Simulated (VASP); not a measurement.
Set up this calculation in VASP 6.6.1, as the native input.

- Task: single point
- Functional: PBE
- Potentials or basis: VASP PAW PBE potentials, release 64 (Na_pv, B)
- Cutoff: 520 eV
- k mesh: 9 × 9 × 9
- Occupations: fermi-dirac, width 0.15 eV
- Spin: no spin polarisation
- Dipole correction: no
- Further INCAR settings: ALGO = Normal; EDIFF = 1e-06; NBANDS = 12

The structure of NaB lies in POSCAR:

```
NaB
1.0
    0.0000000000      2.6658569069      2.6658569069
    2.6658569069      0.0000000000      2.6658569069
    2.6658569069      2.6658569069      0.0000000000
Na B
1 1
Direct
    0.0000000000      0.0000000000      0.0000000000
    0.5000000000      0.5000000000      0.5000000000
```

These files were run (other wordings do the same):

INCAR

```
SYSTEM = NaB
PREC = Accurate
ENCUT = 520
EDIFF = 1E-6
ISMEAR = -1
SIGMA = 0.15
LREAL = .FALSE.
LASPH = .TRUE.
NELM = 80
ALGO = Normal
ISIF = 2
LWAVE = .FALSE.
LCHARG = .TRUE.
GGA = PE
LELF = .TRUE.
LVHAR = .TRUE.
NBANDS = 12
```

KPOINTS

```
regular mesh
0
G
  9 9 9
  0 0 0
```

Potentials or basis: VASP PAW PBE potentials, release 64 (Na_pv, B).

Run with:

```sh
$ cat potpaw_PBE.64/Na_pv/POTCAR potpaw_PBE.64/B/POTCAR > POTCAR
$ mpirun -np 1 vasp_std > vasp.out
```

Results of the run:

| Quantity | Value |
| --- | --- |
| Pressure | 0.9 GPa |
| Band gap on the k mesh | zero (band 5 reaches 3.27 eV, above the bottom of band 6 at 0.21 eV) |

Run time: 6.9 s on 1 thread of Intel(R) Xeon(R) Platinum 8488C (Sapphire Rapids), with other jobs on the host, peak memory 0.15 GiB.
